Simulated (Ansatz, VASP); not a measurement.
# BP: VASP beside Ansatz

The input INCAR:

```
SYSTEM = BP
PREC = Accurate
ENCUT = 520
EDIFF = 1E-7
ISMEAR = -1
SIGMA = 0.05
LREAL = .FALSE.
LASPH = .TRUE.
NELM = 100
ALGO = Normal
ISIF = 2
LWAVE = .FALSE.
LCHARG = .TRUE.
GGA = PE
LELF = .TRUE.
LVHAR = .TRUE.
NBANDS = 11
```

File KPOINTS:

```
regular mesh
0
G
  15 15 15
  0 0 0
```

The input POSCAR:

```
BP
1.0
    0.0000000000      2.2916900000      2.2690000000
    2.2916900000      0.0000000000      2.2690000000
    2.2916900000      2.2916900000      0.0000000000
B P
1 1
Direct
    0.0000000000      0.0000000000      0.0000000000
    0.7500000000      0.7500000000      0.7500000000
```

Input for Ansatz:

```yaml
crystal:
  lattice:
    - [0.0, 2.29169, 2.269]
    - [2.29169, 0.0, 2.269]
    - [2.29169, 2.29169, 0.0]
  atoms:
    - { symbol: B, position: [0.0, 0.0, 0.0] }
    - { symbol: P, position: [0.75, 0.75, 0.75] }
kpoints:
  mp_grid: { grid: [15, 15, 15] }
  band_path:
    path:
      - [0.0, 0.0, 0.0]
      - [0.0, 0.5, 0.5]
      - [0.25, 0.75, 0.5]
      - [0.0, 0.5, 0.0]
      - [0.0, 0.0, 0.0]
      - [0.5, 0.5, 0.0]
      - [0.3775125, 0.6224875, 0.0]
      - [-0.3775125, 0.3775125, 0.0]
      - [0.0, 0.0, 0.0]
    npoints: 5
scf:
  occupations: { method: fermi_dirac, width: 0.05 }
hamiltonian:
  xc: pbe
  pseudopotentials: { kind: all_electron, lapw: { basis_error: 0.001 } }
output:
  forces: true
  stress: true
  eigenvalues: true
```

Change from the starting cell: equal xx and yy strain of +1 %.

Alike in both runs: task single point; functional PBE; k mesh 15 × 15 × 15; occupations fermi-dirac, width 0.05 eV; no spin polarisation.

|  | VASP | Ansatz |
| --- | --- | --- |
| version | VASP 6.6.1 | Ansatz 0.2.0 |
| potentials or method | VASP PAW PBE potentials, release 64 (B, P), cutoff 520 eV | all-electron LAPW, scalar-relativistic |

VASP gave:

| Quantity | Value |
| --- | --- |
| pressure (GPa) | -2.3 |
| traceless stress, the component that is largest in VASP (GPa) | 1.73 |

Q: Which values does Ansatz return?

A: Pressure (GPa): -2.1; traceless stress, the component that is largest in VASP (GPa): 1.72.

Ansatz ran all-electron here, and VASP with PAW potentials.
